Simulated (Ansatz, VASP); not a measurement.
# One calculation of Ir, two programs

```xyz
1
Lattice="0.0000 1.9377 1.9377 1.9377 0.0000 1.9377 1.9377 1.9377 0.0000" Properties=species:S:1:pos:R:3 pbc="T T T"
Ir    0.0000    0.0000    0.0000
```

Alike in both runs: functional PBE; k mesh 8 × 8 × 8; occupations methfessel-paxton of order 1, width 0.0283 eV; no spin polarisation.

Ansatz relaxed the structure, and its values are those at the end. VASP's run is a single point on that final structure, the one shown.

|  | VASP | Ansatz |
| --- | --- | --- |
| version | VASP 6.6.1 | Ansatz 0.2.0 |
| potentials or method | VASP PAW PBE potentials, release 64 (Ir), cutoff 500 eV | PAW plane waves |
| valence electrons in the cell | 9 | 17 |

Ansatz gave:

- gap on the k mesh at the Fermi level (eV): none
- pressure (GPa): 0.0

Question: Estimate VASP's values.

Answer: gap on the k mesh at the Fermi level (eV): none; pressure (GPa): 0.4.

A gap of «none» marks a metal or a gap that the smearing closes. VASP's potentials hold 9 valence electrons a cell and Ansatz's 17, so a difference there can come from the potentials and not from the codes.

Neither program's run includes spin-orbit coupling.
